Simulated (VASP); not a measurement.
# GaN (P6_3/mmc) in VASP: a series of runs

The runs below take GaN through single point, with PBE, r2SCAN.

Program: VASP 6.6.1. These are calculated values, not measurements. Logs are shortened: lines on timing, memory, paths and dates and some standing lists are left out, and cuts for length are marked.

## (1) The cell of the first run

Symmetry: P6_3/mmc, No. 194, hexagonal system. Conventional cell: a = 2.967 Å, b = 2.967 Å, c = 4.863 Å, α = 90.00°, β = 90.00°, γ = 120.00°. Ga (site symmetry -3m) has 6 N at 2.10 Å and 2 Ga at 2.43 Å within 2.8 Å. Within 2.8 Å of N (site symmetry -6m2) lie 6 Ga at 2.10 Å.

## (2) Single point, PBE (uniaxial z strain -3.4%)

INCAR reads:

```
ALGO = Normal
EDIFF = 1E-7
ENCUT = 520
GGA = PE
ISIF = 2
ISMEAR = -1
LASPH = T
LCHARG = T
LELF = T
LREAL = F
LVHAR = T
LWAVE = F
NBANDS = 26
NELM = 100
PREC = Accurate
SIGMA = 0.02
```

KPOINTS reads:

```
k-points
0
Gamma
  12 12 6
```

POSCAR reads:

```
GaN
1.0
    2.9672035378      0.0000000000      0.0000000000
   -1.4836017689      2.5696736419      0.0000000000
    0.0000000000      0.0000000000      4.8628126368
Ga N
2 2
Direct
    0.0000000000      0.0000000000      0.0000000000
    0.0000000000      0.0000000000      0.5000000000
    0.3333333333      0.6666666667      0.2500000000
    0.6666666667      0.3333333333      0.7500000000
```

Potentials or basis: VASP PAW PBE potentials, release 64 (Ga_d, N).

On the command line:

```
> cat potpaw_PBE.64/Ga_d/POTCAR potpaw_PBE.64/N/POTCAR > POTCAR
> mpirun -np 1 vasp_std > vasp.out
```

OUTCAR:

```text
EDIFF = 1E-7
   ENCUT = 520
   GGA = PE
   ISIF = 2
   ISMEAR = -1
   LASPH = T
   LREAL = F
   NELM = 100
   PREC = Accurate

 ion  position               nearest neighbor table
   1  0.000  0.000  0.000-   3 2.10   4 2.10   3 2.10   4 2.10   4 2.10   3 2.10   2 2.43   2 2.43

   2  0.000  0.000  0.500-   3 2.10   4 2.10   3 2.10   4 2.10   4 2.10   3 2.10   1 2.43   1 2.43

   3  0.333  0.667  0.250-   1 2.10   2 2.10   1 2.10   2 2.10   1 2.10   2 2.10
   4  0.667  0.333  0.750-   1 2.10   2 2.10   1 2.10   2 2.10   1 2.10   2 2.10

  LATTYP: Found a hexagonal cell.
 ALAT       =     2.9672035378
 C/A-ratio  =     1.6388537473

  Lattice vectors:

 A1 = (   2.9672035378,   0.0000000000,   0.0000000000)
 A2 = (  -1.4836017689,   2.5696736419,   0.0000000000)
 A3 = (   0.0000000000,   0.0000000000,   4.8628126368)

Analysis of symmetry for initial positions (statically):
=====================================================================
 Subroutine PRICEL returns:
 Original cell was already a primitive cell.

 Routine SETGRP: Setting up the symmetry group for a
 hexagonal supercell.

 Subroutine GETGRP returns: Found 24 space group operations
 (whereof 12 operations were pure point group operations)
 out of a pool of 24 trial point group operations.

The static configuration has the point symmetry D_3d.
 The point group associated with its full space group is D_6h.

Analysis of symmetry for dynamics (positions and initial velocities):
=====================================================================
 Subroutine PRICEL returns:
 Original cell was already a primitive cell.

 Routine SETGRP: Setting up the symmetry group for a
 hexagonal supercell.

 Subroutine GETGRP returns: Found 24 space group operations
 (whereof 12 operations were pure point group operations)
 out of a pool of 24 trial point group operations.

The dynamic configuration has the point symmetry D_3d.
 The point group associated with its full space group is D_6h.

 Subroutine INISYM returns: Found 24 space group operations
 (whereof 12 operations are pure point group operations),
 and found     1 'primitive' translations

----------------------------------------------------------------------------------------

                                     Primitive cell

  volume of cell :      37.0777

  direct lattice vectors                    reciprocal lattice vectors
     2.967203538  0.000000000  0.000000000     0.337017662  0.194577238  0.000000000
    -1.483601769  2.569673642  0.000000000     0.000000000  0.389154476  0.000000000
     0.000000000  0.000000000  4.862812637     0.000000000  0.000000000  0.205642305

  length of vectors
     2.967203538  2.967203538  4.862812637     0.389154476  0.389154476  0.205642305

  position of ions in fractional coordinates (direct lattice)
     0.000000000  0.000000000  0.000000000
     0.000000000  0.000000000  0.500000000
     0.333333333  0.666666667  0.250000000
     0.666666667  0.333333333  0.750000000

  ion indices of the primitive-cell ions
   primitive index   ion index
                 1           1
                 2           2
                 3           3
                 4           4

----------------------------------------------------------------------------------------

 KPOINTS: k-points

Automatic generation of k-mesh.
 Grid dimensions read from file:
 generate k-points for:   12   12    6

 Generating k-lattice:

  Cartesian coordinates                     Fractional coordinates (reciprocal lattice)
     0.028084805  0.016214770  0.000000000     0.083333333  0.000000000  0.000000000
     0.000000000  0.032429540  0.000000000     0.000000000  0.083333333  0.000000000
     0.000000000  0.000000000  0.034273718     0.000000000  0.000000000  0.166666667

  Length of vectors
     0.032429540  0.032429540  0.034273718

  Shift w.r.t. Gamma in fractional coordinates (k-lattice)
     0.000000000  0.000000000  0.000000000

 Subroutine IBZKPT returns following result:
 ===========================================

 Found     76 irreducible k-points:

 Following reciprocal coordinates:
            Coordinates               Weight
  0.000000  0.000000  0.000000      1.000000
  0.083333  0.000000  0.000000      6.000000
  0.166667  0.000000  0.000000      6.000000
  0.250000  0.000000  0.000000      6.000000
  0.333333  0.000000  0.000000      6.000000
  0.416667  0.000000  0.000000      6.000000
[... 16 lines left out ...]
  0.250000  0.000000  0.166667     12.000000
  0.333333  0.000000  0.166667     12.000000
 [... further k-points ...]
   k-points           NKPTS =     76   k-points in BZ     NKDIM =     76   number of bands    NBANDS=     26
   number of dos      NEDOS =    301   number of ions     NIONS =      4
   total plane-waves  NPLWV =  20736
   dimension x,y,z NGX =    24 NGY =   24 NGZ =   36
   dimension x,y,z NGXF=    48 NGYF=   48 NGZF=   72
   ions per type =               2   2
   NGX,Y,Z   is equivalent  to a cutoff of  13.45, 13.45, 12.31 a.u.
   NGXF,Y,Z  is equivalent  to a cutoff of  26.89, 26.89, 24.61 a.u.
 SYSTEM =  unknown system
   PREC   = accura    normal or accurate (medium, high low for compatibility)
   ISTART =      0    job   : 0-new  1-cont  2-samecut
   ICHARG =      2    charge: 1-file 2-atom 10-const
   ISPIN  =      1    spin polarized calculation?
   LNONCOLLINEAR =      F non collinear calculations
   LSORBIT =      F    spin-orbit coupling
   LASPH  =      T    aspherical Exc in radial PAW
   ENCUT  =  520.0 eV  38.22 Ry    6.18 a.u.   5.52  5.52  9.04*2*pi/ulx,y,z
   NELM   =    100;   NELMIN=  2; NELMDL= -5     # of ELM steps
   EDIFF  = 0.1E-06   stopping-criterion for ELM
   LREAL  =      F    real-space projection
   EDIFFG = 0.1E-05   stopping-criterion for IOM
   NSW    =      0    number of steps for IOM
   IBRION =     -1    ionic relax: 0-MD 1-quasi-New 2-CG
   NFREE  =      0    steps in history (QN), initial steepest desc. (CG)
   ISIF   =      2    stress and relaxation
   ISYM   =      2    0-nonsym 1-usesym 2-fastsym
   POTIM  = 0.5000    time-step for ionic-motion
   TEBEG  =    0.0;   TEEND  =   0.0 temperature during run
   PSTRESS=    0.0 pullay stress
   NELECT =      36.0000    total number of electrons
   NUPDOWN=      -1.0000    fix difference up-down
   EMIN   =  10.00;   EMAX   =-10.00  energy-range for DOS
   EFERMI =   0.00;   METHOD = LEGACY
   ISMEAR =    -1;   SIGMA  =   0.02  broadening in eV -4-tet -1-fermi 0-gaus
   EFERMI_NEDOS =   21; number of points for ismear=-14 and -15
   IALGO  =     38    algorithm
   IMIX   =      4    mixing-type and parameters
     AMIX     =   0.40;   BMIX     =  1.00
     AMIX_MAG =   1.60;   BMIX_MAG =  1.00
  volume/ion in A,a.u.               =       9.27        62.55
  Fermi-wavevector in a.u.,A,eV,Ry     =   1.621081  3.063399 35.754799  2.627904
  Thomas-Fermi vector in A             =   2.714915
   LORBIT       =      0    0 simple, 1 ext, 2 COOP (PROOUT), +10 PAW based schemes
   GGA     = PE    functional components
   LHFCALC =     F    Hartree Fock is set to
   AEXX    =    0.0000 exact exchange contribution
   IVDW    =     0    specifies the selected vdW correction
   LEPSILON=     F    determine dielectric tensor
   LRPA    =     F    only Hartree local field effects (RPA)
 non-spin polarized calculation
  energy-cutoff  :      520.00
  volume of cell :       37.08
 maximum number of plane-waves:      1038
 NGX is ok and might be reduce to    24
   NGX = 11   NGY = 11   NGZ = 19

 number of electron      36.0000030 magnetization

 Free energy of the ion-electron system (eV)
  ---------------------------------------------------
  ext. energy  EPLUGINS =         0.00000000
  ---------------------------------------------------
  free energy    TOTEN  =       -21.67523952 eV

  energy without entropy =      -21.67523952  energy(sigma->0) =      -21.67523952

 E-fermi :   8.5080     XC(G=0): -13.1351

 val. band max:        8.1037427986   @ k =   0.1667   0.0000   0.0000
 cond. band min:       9.9369084591   @ k =   0.3333   0.3333   0.0000
 fundamental gap:      1.8331656605
 Fermi energy:         8.5079647315

 k-point     1 :       0.0000    0.0000    0.0000
  band No.  band energies     occupation
      1      -9.4533      2.00000
      2      -6.5407      2.00000
      3      -6.2681      2.00000
      4      -6.2262      2.00000
      5      -6.2262      2.00000
      6      -6.0132      2.00000
[... 18 lines left out ...]
     25      22.0821      0.00000
     26      22.0821      0.00000

 k-point     2 :       0.0833    0.0000    0.0000
  band No.  band energies     occupation
      1      -9.3319      2.00000
      2      -6.7140      2.00000
      3      -6.5339      2.00000
      4      -6.2237      2.00000
      5      -6.0275      2.00000
      6      -6.0032      2.00000
[... 18 lines left out ...]
     25      21.3575      0.00000
     26      21.6732      0.00000

 k-point     3 :       0.1667    0.0000    0.0000
  band No.  band energies     occupation
      1      -8.9788      2.00000
      2      -7.0764      2.00000
      3      -6.5155      2.00000
      4      -6.2247      2.00000
      5      -6.0532      2.00000
      6      -5.9805      2.00000
[... 18 lines left out ...]
     25      20.0932      0.00000
     26      20.1193      0.00000

 k-point     4 :       0.2500    0.0000    0.0000
  band No.  band energies     occupation
      1      -8.4445      2.00000
      2      -7.3147      2.00000
      3      -6.4901      2.00000
      4      -6.2383      2.00000
      5      -6.0875      2.00000
      6      -6.0370      2.00000
[... 18 lines left out ...]
     25      19.3192      0.00000
     26      20.7193      0.00000
[... 496 lines left out ...]
      1      -8.8523      2.00000
      2      -7.1555      2.00000
      3      -6.4681      2.00000
      4      -6.1941      2.00000
      5      -6.0448      2.00000
      6      -5.9942      2.00000
[... 18 lines left out ...]
     25      20.0191      0.00000
     26      20.1179      0.00000

 k-point    23 :       0.2500    0.0000    0.1667
  band No.  band energies     occupation
      1      -8.3413      2.00000
      2      -7.3431      2.00000
      3      -6.4453      2.00000
      4      -6.2058      2.00000
      5      -6.0924      2.00000
      6      -6.0257      2.00000
[... 18 lines left out ...]
     25      19.2526      0.00000
     26      20.6684      0.00000

 k-point    24 :       0.3333    0.0000    0.1667
  band No.  band energies     occupation
      1      -7.8908      2.00000
      2      -7.2924      2.00000
      3      -6.4328      2.00000
      4      -6.2252      2.00000
      5      -6.1533      2.00000
      6      -6.0300      2.00000
[... 18 lines left out ...]
     25      19.2316      0.00000
     26      21.6116      0.00000

 [... further k-points ...]
[... 5 lines left out ...]
  --------------------------------------------------------------------------------------
  -------------------------------------------------------------------------------------
  Total        2.6745757      2.6745757      7.8994286      0.0000000      0.0000000      0.0000000
  in kB      115.5720004    115.5720004    341.3448967      0.0000000      0.0000000      0.0000000
  external PRESSURE =     190.8296325 kB  Pullay stress =       0.0000000 kB

 VOLUME and BASIS-vectors are now :
 -----------------------------------------------------------------------------
  energy-cutoff  :      520.00
  volume of cell :       37.08
      direct lattice vectors                 reciprocal lattice vectors
     2.967203538  0.000000000  0.000000000     0.337017662  0.194577238  0.000000000
    -1.483601769  2.569673642  0.000000000     0.000000000  0.389154476  0.000000000
     0.000000000  0.000000000  4.862812637     0.000000000  0.000000000  0.205642305

 POSITION                                       TOTAL-FORCE (eV/Angst)
 -----------------------------------------------------------------------------------
      0.00000      0.00000      0.00000         0.000000     -0.000000     -0.000000
      0.00000      0.00000      2.43141         0.000000     -0.000000     -0.000000
     -0.00000      1.71312      1.21570         0.000000      0.000000     -0.000000
      1.48360      0.85656      3.64711        -0.000000      0.000000      0.000000
 -----------------------------------------------------------------------------------
    total drift:                               -0.000000      0.000000      0.000000

  FREE ENERGIE OF THE ION-ELECTRON SYSTEM (eV)
  ---------------------------------------------------
  free  energy   TOTEN  =       -21.6752395187 eV

  energy  without entropy=      -21.6752395187  energy(sigma->0) =      -21.67523952
```

It took 57 s on 1 thread of Intel Xeon Platinum 8259CL at 2.50GHz (Skylake/Cascade Lake), shared host; peak memory 0.19 GiB.

Results:

```
Free energy            : -21.6752 eV
Pressure               : 19.1 GPa
Band gap on the k mesh : 1.83 eV (least direct gap 2.31 eV)
```

Caveat: the cell differs from its parent crystal (uniaxial z strain -3.4%); the cell stands under pressure. A k mesh can miss the band edges.

[end of part 1 of 2]
